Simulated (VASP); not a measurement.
Input of a VASP 6.6.1 run:

File INCAR:

```
SYSTEM = PbSe
PREC = Accurate
ENCUT = 520
EDIFF = 1E-6
ISMEAR = 0
SIGMA = 0.03
LREAL = .FALSE.
LASPH = .TRUE.
NELM = 80
ALGO = Normal
ISIF = 2
LWAVE = .FALSE.
LCHARG = .TRUE.
GGA = PE
IVDW = 12
LELF = .TRUE.
LVHAR = .TRUE.
NBANDS = 17
```

Contents of KPOINTS:

```
regular mesh
0
G
  10 10 10
  0 0 0
```

File POSCAR:

```
PbSe
1.0
    0.0000000000      3.1897918185      3.0398716030
    3.1897918185      0.0000000000      3.0398716030
    3.1897918185      3.1897918185      0.0000000000
Pb Se
1 1
Direct
    0.0000000000      0.0000000000      0.0000000000
    0.5000000000      0.5000000000      0.5000000000
```

Potentials or basis: VASP PAW PBE potentials, release 64 (Pb_d, Se).

Command:

```bash
$ cat potpaw_PBE.64/Pb_d/POTCAR potpaw_PBE.64/Se/POTCAR > POTCAR
$ mpirun -np 1 vasp_std > vasp.out
```

Task: Predict the dispersion energy per atom.

Result: -0.342 eV.

Task: What does it give for the band gap on the k mesh?

Result: 0.46 eV.

Task: Predict the pressure.

Result: -2.5 GPa.

Stress tensor (GPa, compression positive):
```
-4.06  0.00  0.00
 0.00 -4.06  0.00
 0.00  0.00  0.68
```

Caveat: spin-orbit coupling is left out, which moves the levels of the heavy elements. A k mesh can miss the band edges.
